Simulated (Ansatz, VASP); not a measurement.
**One calculation of In2O3, two programs**

```
In O
1.0
     2.75622    1.59130    4.84570
    -2.75622    1.59130    4.84570
     0.00000   -3.18261    4.84570
In O
4 6
Direct
  0.64255 0.64255 0.64255
  0.85745 0.85745 0.85745
  0.35745 0.35745 0.35745
  0.14255 0.14255 0.14255
  0.04586 0.75000 0.45414
  0.75000 0.45414 0.04586
  0.45414 0.04586 0.75000
  0.95414 0.25000 0.54586
  0.54586 0.95414 0.25000
  0.25000 0.54586 0.95414
```

Alike in both runs: functional PBEsol; k mesh 6 × 6 × 6; occupations gaussian, width 0.02 eV; no spin polarisation.

Ansatz relaxed the structure, and its values are those at the end. VASP's run is a single point on that final structure, the one shown.

|  | VASP | Ansatz |
| --- | --- | --- |
| version | VASP 6.6.1 | Ansatz 0.2.0 |
| potentials or method | VASP PAW PBE potentials, release 64 (In_d, O), cutoff 520 eV | scalar-relativistic, plane waves, PAW |
| valence electrons in the cell | 88 | 88 |

```tsv
	VASP	Ansatz	Ansatz less VASP
gap on the k mesh at the Fermi level (eV)	1.11	1.12	+0.007
least direct gap on the mesh (eV)	1.16	1.17	+0.007
pressure (GPa)	0.5	0.0	-0.51
```

VASP's potentials were made for PBE, not for PBEsol. The functional is the same, so the differences come from potentials, cutoffs and numerics.
